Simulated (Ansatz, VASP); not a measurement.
# Two plane-wave programs on HC12

```
C H
1.0
     4.88927    0.00000    0.00000
    -2.44463    6.77393    0.00000
     0.00000    0.00000   22.76841
C H
24 2
Cartesian
  1.2223 2.0604 4.0000
  0.0000 5.4473 4.0000
  3.6669 2.0604 4.0000
  2.4446 5.4473 4.0000
  0.0000 2.2089 4.6899
  -1.2223 5.5958 4.6899
  2.4446 2.2089 4.6899
  1.2223 5.5958 4.6899
  0.0000 2.5015 6.0706
  -1.2223 5.8884 6.0706
  2.4446 2.5015 6.0706
  1.2223 5.8884 6.0706
  1.2223 2.6576 6.7406
  0.0000 6.0446 6.7406
  3.6669 2.6576 6.7406
  2.4446 6.0446 6.7406
  1.2223 3.0017 8.1764
  0.0000 6.3887 8.1764
  3.6669 3.0017 8.1764
  2.4446 6.3887 8.1764
  0.0000 3.1526 8.7684
  -1.2223 6.5396 8.7684
  2.4446 3.1526 8.7684
  1.2223 6.5396 8.7684
  -0.9686 5.8365 9.8584
  -1.4761 7.2427 9.8584
```

Alike in both runs: task single point; functional LDA; k mesh 6 × 4 × 1; occupations gaussian, width 0.05 eV; no spin polarisation.

|  | VASP | Ansatz |
| --- | --- | --- |
| version | VASP 6.6.1 | Ansatz 0.2.0 |
| potentials or method | VASP PAW LDA potentials, release 64 (C, H), cutoff 520 eV | scalar-relativistic, plane waves, PAW |
| valence electrons in the cell | 98 | 98 |

Ansatz gave:

```
gap on the k mesh at the Fermi level (eV) : none
rms of the force components (eV/Å)        : 1.576
```

Task: Estimate VASP's values.

Result: gap on the k mesh at the Fermi level (eV): none; rms of the force components (eV/Å): 1.571.

Ansatz warns that its potentials were made for another functional, while VASP's fit it. LDA's correlation is that of Perdew and Zunger in VASP and of Perdew and Wang (1992) in Ansatz. Atom by atom the forces differ by 0.022 eV/Å (rms over components). A gap of «none» marks a metal or a gap that the smearing closes.
